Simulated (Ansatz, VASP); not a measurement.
Two plane-wave programs on SiC

INCAR

```
SYSTEM = SiC
ALGO = Normal
EDIFF = 1E-7
EDIFFG = -0.002
ENCUT = 600
GGA = CA
IBRION = 2
ISIF = 3
ISMEAR = 0
LASPH = .True.
LCHARG = .False.
LREAL = .False.
LWAVE = .False.
NELM = 80
NSW = 80
PREC = Accurate
SIGMA = 0.01
```

File KPOINTS:

```
k-points
0
Gamma
  6 6 6
  0 0 0
```

The input POSCAR:

```
SiC
1.0
    4.3600000000      0.0000000000      0.0000000000
    0.0000000000      4.3600000000      0.0000000000
    0.0000000000      0.0000000000      4.3600000000
Si C
4 4
Direct
    0.0000000000      0.0000000000      0.0000000000
    0.0000000000      0.5000000000      0.5000000000
    0.5000000000      0.0000000000      0.5000000000
    0.5000000000      0.5000000000      0.0000000000
    0.2500000000      0.2500000000      0.2500000000
    0.2500000000      0.7500000000      0.7500000000
    0.7500000000      0.2500000000      0.7500000000
    0.7500000000      0.7500000000      0.2500000000
```

Input for Ansatz:

```yaml
crystal:
  lattice:
    - [4.36, 0.0, 0.0]
    - [0.0, 4.36, 0.0]
    - [0.0, 0.0, 4.36]
  atoms:
    - { symbol: Si, position: [0.0, 0.0, 0.0] }
    - { symbol: Si, position: [0.0, 0.5, 0.5] }
    - { symbol: Si, position: [0.5, 0.0, 0.5] }
    - { symbol: Si, position: [0.5, 0.5, 0.0] }
    - { symbol: C, position: [0.25, 0.25, 0.25] }
    - { symbol: C, position: [0.25, 0.75, 0.75] }
    - { symbol: C, position: [0.75, 0.25, 0.75] }
    - { symbol: C, position: [0.75, 0.75, 0.25] }
scf:
  occupations: { method: fixed }
output:
  forces: true
  stress: true
  eigenvalues: true
  write_density: true
  write_potential: true
  elf: true
  volumetric_format: npy
hamiltonian:
  xc: lda
kpoints:
  mp_grid: { grid: [6, 6, 6] }
basis:
  ecutwfc: 500
relax:
  f_tol: 0.002
  max_steps: 60
  cell: { stress_tol: 0.05 }
```

Alike in both runs: task relaxation of cell and atoms; functional LDA; k mesh 6 × 6 × 6; no spin polarisation.

|  | VASP | Ansatz |
| --- | --- | --- |
| version | VASP 6.6.1 | Ansatz 0.2.0 |
| potentials or method | VASP PAW LDA potentials, release 64 (Si, C), cutoff 600 eV | scalar-relativistic, plane waves, PAW |
| occupations | gaussian, width 0.01 eV | fixed |
| valence electrons in the cell | 32 | 32 |

```csv
,VASP,Ansatz,Ansatz less VASP
"gap on the k mesh at the Fermi level, each at its own relaxed structure (eV)",1.29,1.30,+0.011
relaxed volume (Å³/atom),10.15,10.14,-0.011
relaxed cell length with the largest relative difference (Å),4.331,4.329,-0.0016
```

LDA's correlation is that of Perdew and Zunger in VASP and of Perdew and Wang (1992) in Ansatz.
